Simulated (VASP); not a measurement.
# BN (sol2): single point with PBEsol

The system is BN (sol2).

```
B N
1.0
     2.51515    0.00000    0.00000
    -1.25758    2.17819    0.00000
     0.00000    0.00000    4.16063
B N
2 2
Direct
  0.33333 0.66667 0.99987
  0.66667 0.33333 0.49987
  0.33333 0.66667 0.37413
  0.66667 0.33333 0.87413
```

This cell differs from its parent crystal: strained cell.

```
Program                : VASP 6.6.1
Task                   : single point
Functional             : PBEsol
Potentials or basis    : VASP PAW PBE potentials, release 64 (B_h, N_h)
Cutoff                 : 910 eV
k mesh                 : 9 × 9 × 6
Occupations            : gaussian, width 0.02 eV
Spin                   : no spin polarisation
Dipole correction      : no
Second run             : hard_potentials
Further INCAR settings : ALGO = Normal; EDIFF = 1e-06; NBANDS = 16
```

```
Pressure               : 12.3 GPa
Band gap on the k mesh : 4.88 eV, indirect (least direct gap 8.36 eV)
```

Stress tensor (GPa, compression positive):
```
12.21  0.00  0.00
 0.00 12.21  0.00
 0.00  0.00 12.44
```

Levels at points of the mesh, in eV from the valence-band top:
```csv
k point,band 4,band 5,band 6,band 7,band 8,band 9,band 10,band 11,band 12,band 13
"(0.00, 0.00, 0.00)",-2.22,-2.22,-0.31,0.00,0.00,8.45,8.45,8.75,9.93,11.25
"(0.00, 0.00, 0.50)",-5.92,-1.23,-1.23,-1.23,-1.23,9.76,9.76,10.06,10.06,10.06
```

Run time: 38 s on 1 thread of Intel(R) Xeon(R) Platinum 8488C (Sapphire Rapids) (shared host), peak memory 0.18 GiB.

Caveat: the cell differs from its parent crystal (strained cell); the cutoff is under 1.25 times the usual one of these potentials, so pressure, stress and relaxed cells hold a basis-set (Pulay) error; the PAW data sets were made with another functional, which shifts forces and pressure a little. A k mesh can miss the band edges.
